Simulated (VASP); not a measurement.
Wanted: the native input for a VASP 6.6.1 run.

- Task: single point
- Functional: PBEsol
- Potentials or basis: VASP PAW PBE potentials, release 64 (In_d, Sb)
- Cutoff: 520 eV
- k mesh: 16 × 16 × 16
- Occupations: gaussian, width 0.15 eV
- Spin: no spin polarisation
- Dipole correction: no
- Further INCAR settings: ALGO = Normal; EDIFF = 1e-06; NBANDS = 16

The structure of InSb lies in POSCAR:

```
InSb
1.0
    0.0000000000      3.3088280014      3.2599290654
    3.3088280014      0.0000000000      3.2599290654
    3.3088280014      3.3088280014      0.0000000000
In Sb
1 1
Direct
    0.0000000000      0.0000000000      0.0000000000
    0.7500000000      0.7500000000      0.7500000000
```

This cell differs from its parent crystal: strain +0.0150 x Voigt [1, 1, 0, 0, 0, 0].

These files were run (other wordings do the same):

INCAR

```
PREC = Accurate
ENCUT = 520
EDIFF = 1E-6
ISMEAR = 0
SIGMA = 0.15
LREAL = F
LASPH = T
NELM = 60
ALGO = Normal
ISIF = 2
LWAVE = F
LCHARG = F
GGA = PS
NBANDS = 16
```

KPOINTS

```
regular mesh
0
Gamma
  16 16 16
```

Potentials or basis: VASP PAW PBE potentials, release 64 (In_d, Sb).

Command:

```sh
$ cat potpaw_PBE.64/In_d/POTCAR potpaw_PBE.64/Sb/POTCAR > POTCAR
$ mpirun -np 1 vasp_std > vasp.out
```

Results of the run:

The pressure is -1.2 GPa and the band gap on the k mesh is 0.07 eV.

Caveat: the cell differs from its parent crystal (strain +0.0150 x Voigt [1, 1, 0, 0, 0, 0]); the smearing spreads over this small gap; semilocal functionals underestimate gaps, and a narrow one can read as zero; the PAW data sets were made with another functional, which shifts forces and pressure a little; spin-orbit coupling is left out, which moves the levels of the heavy elements.

Wall time 2.4 min on 1 thread of Intel(R) Xeon(R) 6975P-C (Granite Rapids) (shared host), peak memory 0.53 GiB.
